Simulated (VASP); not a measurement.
# GaSb (I-4m2) in VASP: settings compared

The runs below take GaSb through single point, with r2SCAN, HSE06.

All numbers are computed with VASP 6.6.1; they aren't measurements. Logs are shortened: lines on timing, memory, paths and dates and some standing lists are left out, and cuts for length are marked.

## Step 1: The cell of the first run

It takes space group I-4m2 (No. 119, tetragonal). Conventional cell: a = 4.336 Å, b = 4.336 Å, c = 6.056 Å, α = 90.00°, β = 90.00°, γ = 90.00°. Within 3.5 Å of Ga (site symmetry -4m2) lie 4 Sb at 2.64 Å. Within 3.5 Å of Sb (site symmetry -4m2) lie 4 Ga at 2.64 Å.

## Step 2: Single point, r2SCAN (uniaxial x strain -1.2%)

Input file POSCAR:

```
GaSb
1.0
    0.0000000000      3.0658787992      3.0658787992
    3.0281684900      0.0000000000      3.0658787992
    3.0281684900      3.0658787992      0.0000000000
Ga Sb
1 1
Direct
    0.0000000000      0.0000000000      0.0000000000
    0.2500000000      0.2500000000      0.2500000000
```

Input file INCAR.step1:

```
SYSTEM = GaSb
ALGO = Normal ; EDIFF = 1E-4
ENCUT = 520 ; GGA = PE
ISMEAR = -1 ; LASPH = .True.
LCHARG = .False. ; LREAL = .False.
LWAVE = .True. ; NBANDS = 16
NELM = 60 ; PREC = Accurate
SIGMA = 0.02
```

Input file INCAR.step2:

```
SYSTEM = GaSb
ALGO = Normal ; EDIFF = 1E-6
ENCUT = 520 ; ISIF = 2
ISMEAR = -1 ; ISTART = 1
LASPH = .True. ; LCHARG = .False.
LMIXTAU = .True. ; LREAL = .False.
LWAVE = .False. ; METAGGA = R2SCAN
NBANDS = 16 ; NELM = 60
PREC = Accurate ; SIGMA = 0.02
```

Input file KPOINTS:

```
k-points
0
Gamma
  8 8 8
  0 0 0
```

Potentials or basis: VASP PAW PBE potentials, release 64 (Ga_d, Sb).

Command:

```
cat potpaw_PBE.64/Ga_d/POTCAR potpaw_PBE.64/Sb/POTCAR > POTCAR
cp INCAR.step1 INCAR
mpirun -np 1 vasp_std > vasp.out
cp INCAR.step2 INCAR
mpirun -np 1 vasp_std > vasp.out
```

OUTCAR:

```text
SYSTEM = GaSb
   EDIFF = 1E-6
   ENCUT = 520
   ISIF = 2
   ISMEAR = -1
   ISTART = 1
   LASPH = .True.
   LREAL = .False.
   METAGGA = R2SCAN
   NELM = 60
   PREC = Accurate

 ion  position               nearest neighbor table
   1  0.000  0.000  0.000-   2 2.64   2 2.64   2 2.64   2 2.64
   2  0.250  0.250  0.250-   1 2.64   1 2.64   1 2.64   1 2.64

  LATTYP: Found a body centered tetragonal cell.
 ALAT       =     4.3358073784
 C/A-ratio  =     1.3968187356

  Lattice vectors:

 A1 = (  -3.0281684900,   0.0000000000,  -3.0658787992)
 A2 = (  -3.0281684900,   0.0000000000,   3.0658787992)
 A3 = (   3.0281684900,   3.0658787992,   0.0000000000)

Analysis of symmetry for initial positions (statically):
=====================================================================
 Subroutine PRICEL returns:
 Original cell was already a primitive cell.

 Routine SETGRP: Setting up the symmetry group for a
 body centered tetragonal supercell.

 Subroutine GETGRP returns: Found  8 space group operations
 (whereof  8 operations were pure point group operations)
 out of a pool of 16 trial point group operations.

The static configuration has the point symmetry D_2d.

Analysis of symmetry for dynamics (positions and initial velocities):
=====================================================================
 Subroutine PRICEL returns:
 Original cell was already a primitive cell.

 Routine SETGRP: Setting up the symmetry group for a
 body centered tetragonal supercell.

 Subroutine GETGRP returns: Found  8 space group operations
 (whereof  8 operations were pure point group operations)
 out of a pool of 16 trial point group operations.

The dynamic configuration has the point symmetry D_2d.

 Subroutine INISYM returns: Found  8 space group operations
 (whereof  8 operations are pure point group operations),
 and found     1 'primitive' translations

----------------------------------------------------------------------------------------

                                     Primitive cell

  volume of cell :      56.9272

  direct lattice vectors                    reciprocal lattice vectors
     0.000000000  3.065878799  3.065878799    -0.165116308  0.163085377  0.163085377
     3.028168490  0.000000000  3.065878799     0.165116308 -0.163085377  0.163085377
     3.028168490  3.065878799  0.000000000     0.165116308  0.163085377 -0.163085377

  length of vectors
     4.335807378  4.309224665  4.309224665     0.283649565  0.283649565  0.283649565

  position of ions in fractional coordinates (direct lattice)
     0.000000000  0.000000000  0.000000000
     0.250000000  0.250000000  0.250000000

  ion indices of the primitive-cell ions
   primitive index   ion index
                 1           1
                 2           2

----------------------------------------------------------------------------------------

 KPOINTS: k-points

Automatic generation of k-mesh.
 Grid dimensions read from file:
 generate k-points for:    8    8    8

 Generating k-lattice:

  Cartesian coordinates                     Fractional coordinates (reciprocal lattice)
    -0.020639538  0.020385672  0.020385672     0.125000000  0.000000000  0.000000000
     0.020639538 -0.020385672  0.020385672     0.000000000  0.125000000  0.000000000
     0.020639538  0.020385672 -0.020385672     0.000000000  0.000000000  0.125000000

  Length of vectors
     0.035456196  0.035456196  0.035456196

  Shift w.r.t. Gamma in fractional coordinates (k-lattice)
     0.000000000  0.000000000  0.000000000

 Subroutine IBZKPT returns following result:
 ===========================================

 Found     59 irreducible k-points:

 Following reciprocal coordinates:
            Coordinates               Weight
  0.000000  0.000000  0.000000      1.000000
  0.125000  0.000000  0.000000      8.000000
  0.250000  0.000000  0.000000      8.000000
  0.375000  0.000000  0.000000      8.000000
  0.500000  0.000000  0.000000      4.000000
  0.125000  0.125000  0.000000      4.000000
[... 16 lines left out ...]
  0.250000  0.125000  0.125000      4.000000
  0.375000  0.125000  0.125000      8.000000
 [... further k-points ...]
   k-points           NKPTS =     59   k-points in BZ     NKDIM =     59   number of bands    NBANDS=     16
   number of dos      NEDOS =    301   number of ions     NIONS =      2
   total plane-waves  NPLWV =  32768
   dimension x,y,z NGX =    32 NGY =   32 NGZ =   32
   dimension x,y,z NGXF=    64 NGYF=   64 NGZF=   64
   ions per type =               1   1
   NGX,Y,Z   is equivalent  to a cutoff of  12.27, 12.35, 12.35 a.u.
   NGXF,Y,Z  is equivalent  to a cutoff of  24.54, 24.69, 24.69 a.u.
 SYSTEM =  GaSb
   PREC   = accura    normal or accurate (medium, high low for compatibility)
   ISTART =      1    job   : 0-new  1-cont  2-samecut
   ICHARG =      0    charge: 1-file 2-atom 10-const
   ISPIN  =      1    spin polarized calculation?
   LNONCOLLINEAR =      F non collinear calculations
   LSORBIT =      F    spin-orbit coupling
   LASPH  =      T    aspherical Exc in radial PAW
   ENCUT  =  520.0 eV  38.22 Ry    6.18 a.u.   8.06  8.01  8.01*2*pi/ulx,y,z
   NELM   =     60;   NELMIN=  2; NELMDL=  0     # of ELM steps
   EDIFF  = 0.1E-05   stopping-criterion for ELM
   LREAL  =      F    real-space projection
   EDIFFG = 0.1E-04   stopping-criterion for IOM
   NSW    =      0    number of steps for IOM
   IBRION =     -1    ionic relax: 0-MD 1-quasi-New 2-CG
   NFREE  =      0    steps in history (QN), initial steepest desc. (CG)
   ISIF   =      2    stress and relaxation
   ISYM   =      2    0-nonsym 1-usesym 2-fastsym
   POTIM  = 0.5000    time-step for ionic-motion
   TEBEG  =    0.0;   TEEND  =   0.0 temperature during run
   PSTRESS=    0.0 pullay stress
   NELECT =      18.0000    total number of electrons
   NUPDOWN=      -1.0000    fix difference up-down
   EMIN   =  10.00;   EMAX   =-10.00  energy-range for DOS
   EFERMI =   0.00;   METHOD = LEGACY
   ISMEAR =    -1;   SIGMA  =   0.02  broadening in eV -4-tet -1-fermi 0-gaus
   EFERMI_NEDOS =   21; number of points for ismear=-14 and -15
   IALGO  =     38    algorithm
   IMIX   =      4    mixing-type and parameters
     AMIX     =   0.40;   BMIX     =  1.00
     AMIX_MAG =   1.60;   BMIX_MAG =  1.00
[... 37 lines left out ...]
      3     -10.7637      2.00000
      4     -10.7078      2.00000
      5     -10.7061      2.00000
      6      -7.2281      2.00000
[... 8 lines left out ...]
     15      13.6693      0.00000
     16      13.8726      0.00000

 k-point     2 :       0.1250    0.0000    0.0000
  band No.  band energies     occupation
      1     -10.7695      2.00000
      2     -10.7633      2.00000
      3     -10.7621      2.00000
      4     -10.7080      2.00000
      5     -10.7063      2.00000
      6      -7.0579      2.00000
[... 8 lines left out ...]
     15      12.9189      0.00000
     16      13.0571      0.00000

 k-point     3 :       0.2500    0.0000    0.0000
  band No.  band energies     occupation
      1     -10.7804      2.00000
      2     -10.7587      2.00000
      3     -10.7576      2.00000
      4     -10.7083      2.00000
      5     -10.7063      2.00000
      6      -6.5729      2.00000
[... 8 lines left out ...]
     15      12.7539      0.00000
     16      12.8138      0.00000

 k-point     4 :       0.3750    0.0000    0.0000
  band No.  band energies     occupation
      1     -10.7911      2.00000
      2     -10.7547      2.00000
      3     -10.7536      2.00000
      4     -10.7081      2.00000
      5     -10.7059      2.00000
      6      -5.8977      2.00000
[... 8 lines left out ...]
     15      13.7786      0.00000
     16      13.8213      0.00000

 k-point     5 :       0.5000    0.0000    0.0000
  band No.  band energies     occupation
      1     -10.7954      2.00000
      2     -10.7532      2.00000
      3     -10.7522      2.00000
      4     -10.7078      2.00000
      5     -10.7055      2.00000
      6      -5.4916      2.00000
[... 8 lines left out ...]
     15      15.2246      0.00000
     16      15.3196      0.00000

 k-point     6 :       0.1250    0.1250    0.0000
  band No.  band energies     occupation
      1     -10.7735      2.00000
      2     -10.7613      2.00000
      3     -10.7599      2.00000
      4     -10.7083      2.00000
      5     -10.7063      2.00000
      6      -7.0020      2.00000
[... 8 lines left out ...]
     15      12.1909      0.00000
     16      14.0270      0.00000

 k-point     7 :       0.2500    0.1250    0.0000
  band No.  band energies     occupation
      1     -10.7825      2.00000
      2     -10.7572      2.00000
      3     -10.7557      2.00000
      4     -10.7094      2.00000
      5     -10.7060      2.00000
      6      -6.6196      2.00000
[... 8 lines left out ...]
     15      13.3519      0.00000
     16      13.8209      0.00000

 k-point     8 :       0.3750    0.1250    0.0000
  band No.  band energies     occupation
      1     -10.7919      2.00000
      2     -10.7536      2.00000
      3     -10.7516      2.00000
      4     -10.7095      2.00000
      5     -10.7059      2.00000
      6      -5.9879      2.00000
[... 8 lines left out ...]
     15      13.7585      0.00000
     16      14.4981      0.00000

 k-point     9 :       0.5000    0.1250    0.0000
  band No.  band energies     occupation
      1     -10.7973      2.00000
      2     -10.7515      2.00000
      3     -10.7499      2.00000
      4     -10.7086      2.00000
      5     -10.7063      2.00000
      6      -5.4132      2.00000
[... 8 lines left out ...]
     15      15.0306      0.00000
     16      15.2865      0.00000
[... 172 lines left out ...]
 k-point    19 :       0.5000    0.3750    0.0000
  band No.  band energies     occupation
      1     -10.8109      2.00000
      2     -10.7401      2.00000
      3     -10.7391      2.00000
      4     -10.7174      2.00000
      5     -10.7036      2.00000
      6      -4.8244      2.00000
[... 8 lines left out ...]
     15      15.8379      0.00000
     16      16.2172      0.00000

 k-point    20 :      -0.3750    0.3750    0.0000
  band No.  band energies     occupation
      1     -10.8080      2.00000
      2     -10.7433      2.00000
      3     -10.7409      2.00000
      4     -10.7143      2.00000
      5     -10.7055      2.00000
      6      -4.6742      2.00000
[... 8 lines left out ...]
     15      14.0893      0.00000
     16      17.6467      0.00000

 k-point    21 :       0.5000    0.5000    0.0000
  band No.  band energies     occupation
      1     -10.8142      2.00000
      2     -10.7373      2.00000
      3     -10.7370      2.00000
      4     -10.7195      2.00000
      5     -10.7027      2.00000
      6      -4.6098      2.00000
[... 8 lines left out ...]
     15      16.2373      0.00000
     16      16.6722      0.00000

 k-point    22 :       0.0000    0.1250    0.1250
  band No.  band energies     occupation
      1     -10.7721      2.00000
      2     -10.7614      2.00000
      3     -10.7614      2.00000
      4     -10.7094      2.00000
      5     -10.7053      2.00000
      6      -6.9974      2.00000
[... 8 lines left out ...]
     15      12.2378      0.00000
     16      13.8859      0.00000

 k-point    23 :       0.2500    0.1250    0.1250
  band No.  band energies     occupation
      1     -10.7770      2.00000
      2     -10.7610      2.00000
      3     -10.7574      2.00000
      4     -10.7075      2.00000
      5     -10.7073      2.00000
      6      -6.7838      2.00000
[... 8 lines left out ...]
     15      12.9279      0.00000
     16      13.0032      0.00000

 k-point    24 :       0.3750    0.1250    0.1250
  band No.  band energies     occupation
      1     -10.7874      2.00000
      2     -10.7563      2.00000
      3     -10.7532      2.00000
      4     -10.7077      2.00000
      5     -10.7076      2.00000
      6      -6.2212      2.00000
[... 8 lines left out ...]
     15      13.3126      0.00000
     16      14.6273      0.00000

 [... further k-points ...]

------------------------ aborting loop because EDIFF is reached ----------------------------------------

  FORCE on cell =-STRESS in cart. coord.  units (eV):
  Direction    XX          YY          ZZ          XY          YZ          ZX
  --------------------------------------------------------------------------------------
  -------------------------------------------------------------------------------------
  Total        0.4137192      0.2054391      0.2054391      0.0000000      0.0000000      0.0000000
  in kB       11.6438414      5.7819401      5.7819401      0.0000000      0.0000000      0.0000000
  external PRESSURE =       7.7359072 kB  Pullay stress =       0.0000000 kB

 VOLUME and BASIS-vectors are now :
 -----------------------------------------------------------------------------
  energy-cutoff  :      520.00
  volume of cell :       56.93
      direct lattice vectors                 reciprocal lattice vectors
     0.000000000  3.065878799  3.065878799    -0.165116308  0.163085377  0.163085377
     3.028168490  0.000000000  3.065878799     0.165116308 -0.163085377  0.163085377
     3.028168490  3.065878799  0.000000000     0.165116308  0.163085377 -0.163085377

 POSITION                                       TOTAL-FORCE (eV/Angst)
 -----------------------------------------------------------------------------------
      0.00000      0.00000      0.00000         0.000000     -0.000000     -0.000000
      1.51408      1.53294      1.53294        -0.000000      0.000000      0.000000
 -----------------------------------------------------------------------------------
    total drift:                                0.000001     -0.000003     -0.000003

  FREE ENERGIE OF THE ION-ELECTRON SYSTEM (eV)
  ---------------------------------------------------
  free  energy   TOTEN  =       -37.5978497854 eV

  energy  without entropy=      -37.5978497539  energy(sigma->0) =      -37.59784977
```

It took 47 s on 1 thread of Intel Xeon 6975P-C (Granite Rapids), shared host; peak memory 0.21 GiB.

What came out:

- Free energy: -37.5978 eV
- Pressure: 0.8 GPa
- Band gap on the k mesh: 0.44 eV, direct

Stress tensor (GPa, compression positive):
```
1.16 0.00 0.00
0.00 0.58 0.00
0.00 0.00 0.58
```

Levels at points of the mesh, in eV from the valence-band top:
```tsv
k point	band 5	band 6	band 7	band 8	band 9	band 10	band 11	band 12	band 13	band 14
(0.00, 0.00, 0.00)	-15.50	-12.02	-0.08	-0.08	0.00	0.44	2.90	2.94	2.94	6.31
(0.50, 0.00, 0.00)	-15.50	-10.29	-6.66	-1.32	-1.22	0.64	3.93	4.00	6.87	9.95
(0.50, 0.50, 0.00)	-15.50	-9.40	-7.15	-2.75	-2.73	1.10	1.45	9.24	9.24	10.77
(0.00, 0.50, 0.50)	-15.50	-9.36	-7.09	-2.82	-2.82	1.00	1.36	9.26	9.26	10.81
```

Caveat: the cell differs from its parent crystal (uniaxial x strain -1.2%); the PAW data sets were made with another functional, which shifts forces and pressure a little; spin-orbit coupling is left out, which moves the levels of the heavy elements.

## Step 3: Single point, r2SCAN (uniaxial x strain -1.2%)

POSCAR is that of step 2.

Input file INCAR.step1:

```
SYSTEM = GaSb
ALGO = Normal ; EDIFF = 1E-5
ENCUT = 550 ; GGA = PE
GGA_COMPAT = .False. ; ISMEAR = -1
LASPH = .True. ; LCHARG = .False.
LREAL = .False. ; LWAVE = .True.
NBANDS = 21 ; NELM = 120
PREC = Accurate ; SIGMA = 0.02
```

Input file INCAR.step2:

```
SYSTEM = GaSb
ALGO = Normal ; EDIFF = 1E-6
ENCUT = 550 ; GGA_COMPAT = .False.
ISIF = 2 ; ISMEAR = -1
ISTART = 1 ; LASPH = .True.
LCHARG = .False. ; LMIXTAU = .True.
LREAL = .False. ; LWAVE = .False.
METAGGA = R2SCAN ; NBANDS = 21
NELM = 120 ; PREC = Accurate
SIGMA = 0.02
```

KPOINTS is that of step 2.

Potentials or basis: VASP PAW PBE potentials, release 64 (Ga_d, Sb_d_GW).

Command:

```
cat potpaw_PBE.64/Ga_d/POTCAR potpaw_PBE.64/Sb_d_GW/POTCAR > POTCAR
cp INCAR.step1 INCAR
mpirun -np 1 vasp_std > vasp.out
cp INCAR.step2 INCAR
mpirun -np 1 vasp_std > vasp.out
```

Wall time 3.1 min (1 thread of Intel Xeon 6975P-C (Granite Rapids), shared host); peak memory 0.28 GiB.

Results (log left out):

| Item | Value |
| --- | --- |
| Free energy | -37.6304 eV |
| Pressure | 0.7 GPa |
| Band gap on the k mesh | 0.44 eV, direct |

Stress tensor (GPa, compression positive):
```
1.09 0.00 0.00
0.00 0.48 0.00
0.00 0.00 0.48
```

Levels at points of the mesh, in eV from the valence-band top:
```
           k point  band 10  band 11  band 12  band 13  band 14  band 15  band 16  band 17  band 18  band 19
(0.00, 0.00, 0.00)   -15.49   -12.02    -0.07    -0.07     0.00     0.44     2.91     2.96     2.96     6.32
(0.50, 0.00, 0.00)   -15.49   -10.29    -6.65    -1.32    -1.22     0.65     3.95     4.02     6.89     9.97
(0.50, 0.50, 0.00)   -15.49    -9.41    -7.13    -2.74    -2.73     1.11     1.46     9.27     9.29    10.78
(0.00, 0.50, 0.50)   -15.49    -9.36    -7.07    -2.81    -2.81     1.01     1.37     9.30     9.30    10.83
```

Caveat: the cell differs from its parent crystal (uniaxial x strain -1.2%); the PAW data sets were made with another functional, which shifts forces and pressure a little; spin-orbit coupling is left out, which moves the levels of the heavy elements. A k mesh can miss the band edges.

## Step 4: Single point, HSE06 (uniaxial x strain -1.2%)

POSCAR is that of step 3.

Input file INCAR.step1:

```
PREC = Accurate
ENCUT = 520
EDIFF = 1E-5
ISMEAR = -1
SIGMA = 0.02
LREAL = False
LASPH = True
NELM = 80
ALGO = Normal
ISIF = 2
LWAVE = True
GGA = PE
NBANDS = 16
LUSENCCL = False
```

Input file INCAR.step2:

```
PREC = Accurate
ENCUT = 520
EDIFF = 1E-6
ISMEAR = -1
SIGMA = 0.02
LREAL = False
LASPH = True
NELM = 80
ALGO = Normal
ISIF = 2
LWAVE = False
LCHARG = True
GGA = PE
LHFCALC = True
HFSCREEN = 0.2079
PRECFOCK = Normal
LELF = True
LVHAR = True
ISTART = 1
NBANDS = 16
LUSENCCL = False
```

Input file KPOINTS:

```
Automatic mesh
0
Gamma
  6 6 6
```

Potentials or basis: VASP PAW PBE potentials, release 64 (Ga_d, Sb).

Command:

```
cat potpaw_PBE.64/Ga_d/POTCAR potpaw_PBE.64/Sb/POTCAR > POTCAR
cp INCAR.step1 INCAR
mpirun -np 1 vasp_std > vasp.out
cp INCAR.step2 INCAR
mpirun -np 1 vasp_std > vasp.out
```

Run time: 31 min. Hardware: 1 × NVIDIA H100 80GB with 1 thread of Intel Xeon Platinum 8481C at 2.70GHz (Sapphire Rapids), shared host; peak memory 1.3 GiB.

The run converged. Its results:

| Item | Value |
| --- | --- |
| Free energy | -8.9244 eV |
| Pressure | 0.4 GPa |
| Band gap on the k mesh | 0.84 eV, direct |

Stress tensor (GPa, compression positive):
```
0.82 0.00 0.00
0.00 0.19 0.00
0.00 0.00 0.19
```

Levels at points of the mesh, in eV from the valence-band top:
| k point | band 5 | band 6 | band 7 | band 8 | band 9 | band 10 | band 11 | band 12 | band 13 | band 14 |
| --- | --- | --- | --- | --- | --- | --- | --- | --- | --- | --- |
| (0.00, 0.00, 0.00) | -17.66 | -12.65 | -0.08 | -0.08 | 0.00 | 0.84 | 3.40 | 3.44 | 3.44 | 6.61 |
| (0.50, 0.00, 0.00) | -17.66 | -10.83 | -6.98 | -1.35 | -1.25 | 1.02 | 4.39 | 4.47 | 7.25 | 10.37 |
| (0.50, 0.50, 0.00) | -17.66 | -9.91 | -7.48 | -2.84 | -2.83 | 1.46 | 1.78 | 9.87 | 9.88 | 11.21 |
| (0.00, 0.50, 0.50) | -17.66 | -9.86 | -7.42 | -2.91 | -2.91 | 1.36 | 1.70 | 9.89 | 9.89 | 11.26 |

Caveat: the cell differs from its parent crystal (uniaxial x strain -1.2%); the PAW data sets were made with another functional, which shifts forces and pressure a little; spin-orbit coupling is left out, which moves the levels of the heavy elements.

## Step 5: The runs side by side

| level | potentials or basis | k mesh | cutoff (eV) | second run | grid for exact exchange (PRECFOCK) | screening parameter | gap on the mesh (eV) | pressure (GPa) |
| --- | --- | --- | --- | --- | --- | --- | --- | --- |
| r2SCAN | VASP PAW PBE potentials, release 64 (Ga_d, Sb) | 8 × 8 × 8 | 520 | - | - | - | 0.44 | 0.8 |
| r2SCAN | VASP PAW PBE potentials, release 64 (Ga_d, Sb_d_GW) | 8 × 8 × 8 | 550 | valence_matched | - | - | 0.44 | 0.7 |
| HSE06 | VASP PAW PBE potentials, release 64 (Ga_d, Sb) | 6 × 6 × 6 | 520 | - | Normal | 0.2079 1/Å | 0.84 | 0.4 |

Alike in all rows: task single point; no spin polarisation; cell as given; smearing fermi-dirac 0.02 eV.

Caveats: the PAW data sets were made with another functional, which shifts forces and pressure a little; spin-orbit coupling is left out, which moves the levels of the heavy elements.

Total energies depend on the potentials used, so only differences within one code and one set of settings carry meaning.
